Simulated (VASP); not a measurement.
Input of a VASP 6.6.1 run:

File POSCAR:

```
TiTe2
1.0
    3.7943445491      0.0000000000      0.0000000000
   -1.8971722746      3.2859987703      0.0000000000
    0.0000000000      0.0000000000      6.5349923544
Ti Te
1 2
Direct
    0.0000000000      0.0000000000      0.0000000000
    0.3333333333      0.6666666667      0.2579205962
    0.6666666667      0.3333333333      0.7420794038
```

INCAR.step1

```
PREC = Accurate ; ENCUT = 520
ISMEAR = 0 ; SIGMA = 0.05
LREAL = F ; LASPH = T
NELM = 80 ; NBANDS = 19
GGA = PE ; ALGO = Normal
EDIFF = 1E-4 ; LWAVE = T
LCHARG = F
```

File INCAR.step2:

```
PREC = Accurate ; ENCUT = 520
EDIFF = 1E-6 ; ISMEAR = 0
SIGMA = 0.05 ; LREAL = F
LASPH = T ; NELM = 80
ALGO = Normal ; ISIF = 2
LWAVE = F ; LCHARG = F
METAGGA = R2SCAN ; LMIXTAU = T
LUSE_VDW = T ; IVDW_NL = 2
BPARAM = 11.95 ; CPARAM = 0.0093
NBANDS = 19 ; ISTART = 1
```

KPOINTS

```
regular mesh
0
Gamma
  8 8 4
```

Potentials or basis: VASP PAW PBE potentials, release 64 (Ti_sv, Te).

Launch:

```sh
$ cat potpaw_PBE.64/Ti_sv/POTCAR potpaw_PBE.64/Te/POTCAR > POTCAR
$ cp INCAR.step1 INCAR
$ mpirun -np 1 vasp_std > vasp.out
$ cp INCAR.step2 INCAR
$ mpirun -np 1 vasp_std > vasp.out
```

(1) Estimate the band gap on the k mesh.

(2) Estimate the largest force.

Results:

(1) zero (band 12 reaches 7.00 eV, above the bottom of band 13 at 6.43 eV).

(2) 0.029 eV/Å.

Caveat: the PAW data sets were made with another functional, which shifts forces and pressure a little; spin-orbit coupling is left out, which moves the levels of the heavy elements.
